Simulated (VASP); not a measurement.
Runs of VASP 6.6.1 on Ni. The structure is that of space group Im-3m (No. 229), or close to it. The cells are those of the table. 

```tsv
task	spin	cell	k mesh	cutoff (eV)	gap on the mesh (eV)	pressure (GPa)	moment (μB)
single point	collinear, ferromagnetic start	a = 2.781 Å, 2 atoms	13 × 13 × 13	600	none	(a)	1.14
single point	collinear, ferromagnetic start	a = 2.857 Å, 2 atoms	13 × 13 × 13	520	none	-4.5	(b)
single point	collinear, antiferromagnetic start	a = 2.820 Å, 2 atoms	11 × 11 × 11	520	none	0.2	0.00
relaxation of cell and atoms	collinear, antiferromagnetic start	relaxed from a = 2.797 Å, 2 atoms	11 × 11 × 11	600	none	0.0	0.00
```

Alike in all rows: level RPBE; potentials or basis VASP PAW PBE potentials, release 64 (Ni); smearing fermi-dirac 0.05 eV.

Fill in the values left out.

(a) 9.9; (b) 1.19.

Caveats: the PAW data sets were made with another functional, which shifts forces and pressure a little.

A gap of «none» marks levels without a gap at the run's occupations.
